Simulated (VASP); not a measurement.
# HgS2 (P4_2/mnm) in VASP: single point with r2SCAN

Aim: the single point of HgS2 with r2SCAN.

All numbers are computed with VASP 6.6.1; they aren't measurements. Logs are shortened: lines on timing, memory, paths and dates and some standing lists are left out, and cuts for length are marked.

### Step 1. The cell of the first run

It takes space group P4_2/mnm (No. 136, tetragonal). Conventional cell: a = 6.823 Å, b = 6.823 Å, c = 3.634 Å, α = 90.00°, β = 90.00°, γ = 90.00°. Hg (site symmetry mmm) has 6 S at 2.41 to 3.25 Å within 3.3 Å. S (site symmetry m2m) has 3 Hg at 2.41 to 3.25 Å and 1 S at 3.16 Å within 3.3 Å.

### Step 2. Single point, r2SCAN

The input, POSCAR:

```
HgS2
1.0
    6.8234310394      0.0000000000      0.0000000000
    0.0000000000      6.8234310394      0.0000000000
    0.0000000000      0.0000000000      3.6340513029
Hg S
2 4
Direct
    0.0000000000      0.0000000000      0.0000000000
    0.5000000000      0.5000000000      0.5000000000
    0.3362768020      0.3362768020      0.0000000000
    0.1637231980      0.8362768020      0.5000000000
    0.6637231980      0.6637231980      0.0000000000
    0.8362768020      0.1637231980      0.5000000000
```

The input, INCAR.step1:

```
PREC = Accurate
ENCUT = 520
ISMEAR = 0
SIGMA = 0.1
LREAL = F
LASPH = T
NELM = 60
NBANDS = 33
GGA = PE
ALGO = Normal
EDIFF = 1E-4
LWAVE = T
LCHARG = F
```

The input, INCAR.step2:

```
PREC = Accurate
ENCUT = 520
EDIFF = 1E-6
ISMEAR = 0
SIGMA = 0.1
LREAL = F
LASPH = T
NELM = 60
ALGO = Normal
ISIF = 2
LWAVE = F
LCHARG = T
METAGGA = R2SCAN
LMIXTAU = T
LELF = T
LVHAR = T
NBANDS = 33
ISTART = 1
```

The input, KPOINTS:

```
regular mesh
0
Gamma
  4 4 4
```

Potentials or basis: VASP PAW PBE potentials, release 64 (Hg, S).

Command:

```bash
$ cat potpaw_PBE.64/Hg/POTCAR potpaw_PBE.64/S/POTCAR > POTCAR
$ cp INCAR.step1 INCAR
$ mpirun -np 1 vasp_std > vasp.out
$ cp INCAR.step2 INCAR
$ mpirun -np 1 vasp_std > vasp.out
```

OUTCAR:

```text
PREC = Accurate
   ENCUT = 520
   EDIFF = 1E-6
   ISMEAR = 0
   LREAL = F
   LASPH = T
   NELM = 60
   ISIF = 2
   METAGGA = R2SCAN
   ISTART = 1

 ion  position               nearest neighbor table
   1  0.000  0.000  0.000-   4 2.41   6 2.41   4 2.41   6 2.41   5 3.25   3 3.25
   2  0.500  0.500  0.500-   3 2.41   5 2.41   3 2.41   5 2.41   4 3.25   6 3.25
   3  0.336  0.336  0.000-   2 2.41   2 2.41   1 3.25
   4  0.164  0.836  0.500-   1 2.41   1 2.41   2 3.25
   5  0.664  0.664  0.000-   2 2.41   2 2.41   1 3.25
   6  0.836  0.164  0.500-   1 2.41   1 2.41   2 3.25

  LATTYP: Found a simple tetragonal cell.
 ALAT       =     6.8234310394
 C/A-ratio  =     0.5325841621

  Lattice vectors:

 A1 = (   6.8234310394,   0.0000000000,   0.0000000000)
 A2 = (   0.0000000000,   6.8234310394,   0.0000000000)
 A3 = (   0.0000000000,   0.0000000000,   3.6340513029)

Analysis of symmetry for initial positions (statically):
=====================================================================
 Subroutine PRICEL returns:
 Original cell was already a primitive cell.

 Routine SETGRP: Setting up the symmetry group for a
 simple tetragonal supercell.

 Subroutine GETGRP returns: Found 16 space group operations
 (whereof  8 operations were pure point group operations)
 out of a pool of 16 trial point group operations.

The static configuration has the point symmetry D_2h.
 The point group associated with its full space group is D_4h.

Analysis of symmetry for dynamics (positions and initial velocities):
=====================================================================
 Subroutine PRICEL returns:
 Original cell was already a primitive cell.

 Routine SETGRP: Setting up the symmetry group for a
 simple tetragonal supercell.

 Subroutine GETGRP returns: Found 16 space group operations
 (whereof  8 operations were pure point group operations)
 out of a pool of 16 trial point group operations.

The dynamic configuration has the point symmetry D_2h.
 The point group associated with its full space group is D_4h.

 Subroutine INISYM returns: Found 16 space group operations
 (whereof  8 operations are pure point group operations),
 and found     1 'primitive' translations

----------------------------------------------------------------------------------------

                                     Primitive cell

  volume of cell :     169.1986

  direct lattice vectors                    reciprocal lattice vectors
[... 90 lines left out ...]
   EDIFFG = 0.1E-04   stopping-criterion for IOM
   NSW    =      0    number of steps for IOM
   IBRION =     -1    ionic relax: 0-MD 1-quasi-New 2-CG
   NFREE  =      0    steps in history (QN), initial steepest desc. (CG)
   ISIF   =      2    stress and relaxation
   ISYM   =      2    0-nonsym 1-usesym 2-fastsym
   POTIM  = 0.5000    time-step for ionic-motion
   TEBEG  =    0.0;   TEEND  =   0.0 temperature during run
   PSTRESS=    0.0 pullay stress
   NELECT =      48.0000    total number of electrons
   NUPDOWN=      -1.0000    fix difference up-down
   EMIN   =  10.00;   EMAX   =-10.00  energy-range for DOS
   EFERMI =   0.00;   METHOD = LEGACY
   ISMEAR =     0;   SIGMA  =   0.10  broadening in eV -4-tet -1-fermi 0-gaus
   EFERMI_NEDOS =   21; number of points for ismear=-14 and -15
   IALGO  =     38    algorithm
   IMIX   =      4    mixing-type and parameters
     AMIX     =   0.40;   BMIX     =  1.00
     AMIX_MAG =   1.60;   BMIX_MAG =  1.00
  volume/ion in A,a.u.               =      28.20       190.30
  Fermi-wavevector in a.u.,A,eV,Ry     =   1.075696  2.032771 15.743609  1.157123
  Thomas-Fermi vector in A             =   2.211560
   LORBIT       =      0    0 simple, 1 ext, 2 COOP (PROOUT), +10 PAW based schemes
   METAGGA = R2SCAN    functional components
   LHFCALC =     F    Hartree Fock is set to
   AEXX    =    0.0000 exact exchange contribution
   IVDW    =     0    specifies the selected vdW correction
   LEPSILON=     F    determine dielectric tensor
   LRPA    =     F    only Hartree local field effects (RPA)
 non-spin polarized calculation
 Gauss-broadening in eV      SIGMA  =   0.10
  energy-cutoff  :      520.00
  volume of cell :      169.20
 maximum number of plane-waves:      4606
 NGX is ok and might be reduce to    54
   NGX = 25   NGY = 25   NGZ = 13

 number of electron      48.0000006 magnetization

 Free energy of the ion-electron system (eV)
  ---------------------------------------------------
  ext. energy  EPLUGINS =         0.00000000
  ---------------------------------------------------
  free energy    TOTEN  =      -127.96125213 eV

  energy without entropy =     -127.96050160  energy(sigma->0) =     -127.96087687

 E-fermi :   0.8446     XC(G=0):  -8.9210

 val. band max:        0.7381149988   @ k =   0.0000   0.0000   0.0000
 cond. band min:       1.0232965892   @ k =   0.0000   0.0000   0.5000
 fundamental gap:      0.2851815904
 Fermi energy:         0.8445825874

 k-point     1 :       0.0000    0.0000    0.0000
  band No.  band energies     occupation
      1     -13.4551      2.00000
      2     -13.0866      2.00000
      3     -11.6465      2.00000
      4     -11.6465      2.00000
      5      -8.1180      2.00000
      6      -8.1180      2.00000
[... 637 lines left out ...]
     32       9.0864      0.00000
     33      10.0356      0.00000

------------------------ aborting loop because EDIFF is reached ----------------------------------------

  FORCE on cell =-STRESS in cart. coord.  units (eV):
  Direction    XX          YY          ZZ          XY          YZ          ZX
  --------------------------------------------------------------------------------------
  -------------------------------------------------------------------------------------
  Total        0.3396166      0.3396166      0.9176040      0.0000000      0.0000000      0.0000000
  in kB        3.2159019      3.2159019      8.6889882      0.0000000      0.0000000      0.0000000
  external PRESSURE =       5.0402640 kB  Pullay stress =       0.0000000 kB

 VOLUME and BASIS-vectors are now :
 -----------------------------------------------------------------------------
  energy-cutoff  :      520.00
  volume of cell :      169.20
      direct lattice vectors                 reciprocal lattice vectors
     6.823431039  0.000000000  0.000000000     0.146553837  0.000000000  0.000000000
     0.000000000  6.823431039  0.000000000     0.000000000  0.146553837  0.000000000
     0.000000000  0.000000000  3.634051303     0.000000000  0.000000000  0.275174981

 POSITION                                       TOTAL-FORCE (eV/Angst)
 -----------------------------------------------------------------------------------
      0.00000      0.00000      0.00000         0.000000     -0.000000      0.000000
      3.41172      3.41172      1.81703         0.000000     -0.000000      0.000000
      2.29456      2.29456      0.00000        -0.060119     -0.060119      0.000000
      1.11715      5.70628      1.81703         0.060119     -0.060119      0.000000
      4.52887      4.52887      0.00000         0.060119      0.060119      0.000000
      5.70628      1.11715      1.81703        -0.060119      0.060119      0.000000
 -----------------------------------------------------------------------------------
    total drift:                                0.000000      0.000000      0.000000

  FREE ENERGIE OF THE ION-ELECTRON SYSTEM (eV)
  ---------------------------------------------------
  free  energy   TOTEN  =      -127.9612521282 eV

  energy  without entropy=     -127.9605016037  energy(sigma->0) =     -127.96087687
```

OSZICAR.step1:

```text
N       E                     dE             d eps       ncg     rms          rms(c)
DAV:   1     0.329815482729E+03    0.32982E+03   -0.21620E+04  1188   0.128E+03
DAV:   2     0.698092730114E+01   -0.32283E+03   -0.30876E+03  1342   0.294E+02
DAV:   3    -0.161090070723E+02   -0.23090E+02   -0.22655E+02  1439   0.763E+01
DAV:   4    -0.165104422767E+02   -0.40144E+00   -0.40077E+00  1414   0.106E+01
DAV:   5    -0.165198247249E+02   -0.93824E-02   -0.93795E-02  1458   0.164E+00    0.169E+01
DAV:   6    -0.138796664521E+02    0.26402E+01   -0.71045E+00  1407   0.296E+01    0.164E+01
DAV:   7    -0.138786068973E+02    0.10596E-02   -0.14523E+00  1391   0.701E+00    0.904E+00
DAV:   8    -0.138203085988E+02    0.58298E-01   -0.15914E-01  1425   0.291E+00    0.151E+00
DAV:   9    -0.138135520843E+02    0.67565E-02   -0.20061E-02  1457   0.130E+00    0.362E-01
DAV:  10    -0.138141272749E+02   -0.57519E-03   -0.39533E-03  1301   0.320E-01    0.144E-01
DAV:  11    -0.138144241266E+02   -0.29685E-03   -0.42185E-04  1349   0.126E-01    0.366E-02
DAV:  12    -0.138144559418E+02   -0.31815E-04   -0.61602E-05   892   0.693E-02
   1 F= -.13814456E+02 E0= -.13813082E+02  d E =-.274701E-02
```

It took 10 min on 1 thread of Intel Xeon 8259CL, shared host; peak memory 0.35 GiB.

Results:

```yaml
Free_energy: -127.9613 eV
Pressure: 0.5 GPa
Largest_force: 0.085 eV/Å
Band_gap_on_the_k_mesh: 0.29 eV (least direct gap 0.64 eV)
```

Forces on the atoms (eV/Å):
```
Hg   0.000  0.000  0.000
Hg   0.000  0.000  0.000
S   -0.060 -0.060  0.000
S    0.060 -0.060  0.000
S    0.060  0.060  0.000
S   -0.060  0.060  0.000
```

Stress tensor (GPa, compression positive):
```
0.32 0.00 0.00
0.00 0.32 0.00
0.00 0.00 0.87
```

Levels at points of the mesh, in eV from the valence-band top:
```tsv
k point	band 21	band 22	band 23	band 24	band 25	band 26	band 27	band 28
(0.00, 0.00, 0.00)	-1.51	-0.64	-0.64	0.00	1.17	1.17	3.13	4.84
(0.50, 0.00, 0.00)	-0.97	-0.97	-0.64	-0.64	1.17	1.17	4.01	4.01
(0.50, 0.50, 0.00)	-0.84	-0.84	-0.61	-0.61	1.16	1.16	4.17	4.17
(0.00, 0.00, 0.50)	-0.91	-0.91	-0.64	-0.64	0.29	0.29	3.67	3.67
(0.50, 0.00, 0.50)	-0.79	-0.79	-0.74	-0.74	0.81	0.81	3.99	3.99
(0.50, 0.50, 0.50)	-0.71	-0.71	-0.67	-0.67	0.30	0.30	3.61	3.61
```

Caveat: the k points lie up to 0.43 Å⁻¹ apart; the PAW data sets were made with another functional, which shifts forces and pressure a little; spin-orbit coupling is left out, which moves the levels of the heavy elements. A k mesh can miss the band edges.
